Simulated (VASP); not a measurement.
A run of VASP 6.6.1:

INCAR

```
  ALGO = Fast
  EDIFF = 1E-6
  EDIFFG = -0.04
  ENCUT = 600
  GGA = PS
  IBRION = 2
  ISIF = 3
  ISMEAR = 0
  LASPH = T
  LCHARG = F
  LREAL = F
  LWAVE = F
  NELM = 100
  NSW = 90
  PREC = Accurate
  SIGMA = 0.1
```

File KPOINTS:

```
k-points
0
Gamma
  8 8 8
```

Contents of POSCAR:

```
Re
1.0
   -2.4064138552      2.4064138552      1.3127431791
    2.4064138552     -2.4064138552      1.3127431791
    2.4064138552      2.4064138552     -1.3127431791
Re
2
Direct
    0.0000000000      0.0000000000      0.0000000000
    0.7500000000      0.2500000000      0.5000000000
```

Potentials or basis: VASP PAW PBE potentials, release 64 (Re).

The run is started by

```bash
$ cat potpaw_PBE.64/Re/POTCAR > POTCAR
$ mpirun -np 1 vasp_std > vasp.out
```

Hardware: 1 thread of Intel Xeon 8259CL, on a shared host.

Q: Estimate the wall time of this run.

A: Run time: 7.2 min on 1 thread of Intel Xeon 8259CL (shared host), peak memory 0.19 GiB. Counts: scf iterations 86, k points 59, ion steps 6.
